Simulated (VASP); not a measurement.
Runs of VASP 6.6.1 on SnO2. The structure is that of space group R-3m (No. 166), or close to it. The cells are those of the table. 

| cell | gap on the mesh (eV) | pressure (GPa) | largest force (eV/Å) |
| --- | --- | --- | --- |
| a = 5.081 Å, angles 36.6°, 3 atoms | 2.11 | 1.4 | 0.10 |
| a = 5.219 Å, angles 36.6°, 3 atoms | (a) | -9.4 | 0.72 |
| a = 5.252 Å, angles 36.6°, 3 atoms | 1.51 | -11.3 | 0.88 |
| a = 5.116 Å, angles 36.6°, 3 atoms | 1.98 | -1.8 | 0.13 |
| a = 5.046 Å, angles 36.6°, 3 atoms | 2.26 | (b) | 0.35 |

Alike in all rows: task single point; level PBEsol; potentials or basis VASP PAW PBE potentials, release 64 (Sn_d, O); no spin polarisation; k mesh 8 × 8 × 8; cutoff (eV) 520; smearing methfessel-paxton 0.05 eV.

Question: Estimate the missing entries.

Answer: (a) 1.61; (b) 5.0.

Caveats: the PAW data sets were made with another functional, which shifts forces and pressure a little; spin-orbit coupling is left out, which moves the levels of the heavy elements; the cell stands under tension (at least some runs); the cell stands under pressure (at least some runs).

A k mesh can miss the band edges, and the runs leave out spin-orbit coupling on Sn.
